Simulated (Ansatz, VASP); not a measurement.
## One calculation of Tl3Sb2Mo, two programs

Contents of INCAR:

```
PREC = Accurate
ENCUT = 600
EDIFF = 1E-6
ISMEAR = 0
SIGMA = 0.1
LREAL = False
LASPH = True
NELM = 100
ALGO = Normal
ISIF = 3
LWAVE = False
LCHARG = False
GGA = PE
IBRION = 2
NSW = 90
EDIFFG = -0.04
```

The input KPOINTS:

```
Automatic mesh
0
Gamma
  3 3 3
```

File POSCAR:

```
Tl3Sb2Mo
1.0
    3.1705096000      1.8304945700      5.2230047500
   -3.1705096000      1.8304945700      5.2230047500
    0.0000000000     -3.6609891500      5.2230047500
Tl Sb Mo
3 2 1
Direct
    0.0000000000      0.5000000000      0.0000000000
    0.0000000000      0.0000000000      0.5000000000
    0.5000000000      0.0000000000      0.0000000000
    0.3777274200      0.3777274200      0.3777274200
    0.6222725800      0.6222725800      0.6222725800
    0.0000000000      0.0000000000      0.0000000000
```

Input for Ansatz:

```yaml
crystal:
  lattice:
    - [3.1705096, 1.83049457, 5.22300475]
    - [-3.1705096, 1.83049457, 5.22300475]
    - [0.0, -3.66098915, 5.22300475]
  atoms:
    - { symbol: Tl, position: [0.0, 0.5, 0.0] }
    - { symbol: Tl, position: [0.0, 0.0, 0.5] }
    - { symbol: Tl, position: [0.5, 0.0, 0.0] }
    - { symbol: Sb, position: [0.37772742, 0.37772742, 0.37772742] }
    - { symbol: Sb, position: [0.62227258, 0.62227258, 0.62227258] }
    - { symbol: Mo, position: [0.0, 0.0, 0.0] }
basis:
  ecutwfc: 420
kpoints:
  mp_grid: { grid: [3, 3, 3] }
hamiltonian:
  xc: pbe
scf:
  occupations: { method: gaussian, width: 0.1 }
  lower_state_search: "off"
output:
  forces: true
  stress: true
  eigenvalues: true
relax:
  adjacent_minimum: "off"
  f_tol: 0.04
  max_steps: 70
  cell: { stress_tol: 0.4 }
```

Change from the starting cell: species swapped into the Ho2AlFe3 type (R-3m, No. 166).

Alike in both runs: task relaxation of cell and atoms; functional PBE; k mesh 3 × 3 × 3; occupations gaussian, width 0.1 eV; no spin polarisation.

|  | VASP | Ansatz |
| --- | --- | --- |
| version | VASP 6.6.1 | Ansatz 0.2.0 |
| potentials or method | VASP PAW PBE potentials, release 64 (Tl_d, Sb, Mo_sv), cutoff 600 eV | scalar-relativistic, plane waves, PAW |
| valence electrons in the cell | 63 | 83 |

VASP gave:

* gap on the k mesh at the Fermi level, each at its own relaxed structure (eV): none
* relaxed volume (Å³/atom): 26.14
* relaxed cell length with the largest relative difference (Å): 5.831

Which values does Ansatz return?

gap on the k mesh at the Fermi level, each at its own relaxed structure (eV): none; relaxed volume (Å³/atom): 25.85; relaxed cell length with the largest relative difference (Å): 5.909.

A gap of «none» marks a metal or a gap that the smearing closes. VASP's potentials hold 63 valence electrons a cell and Ansatz's 83, so a difference there can come from the potentials and not from the codes.

The k mesh is coarse, so the values compare programs but aren't converged. Spin-orbit coupling is off throughout.
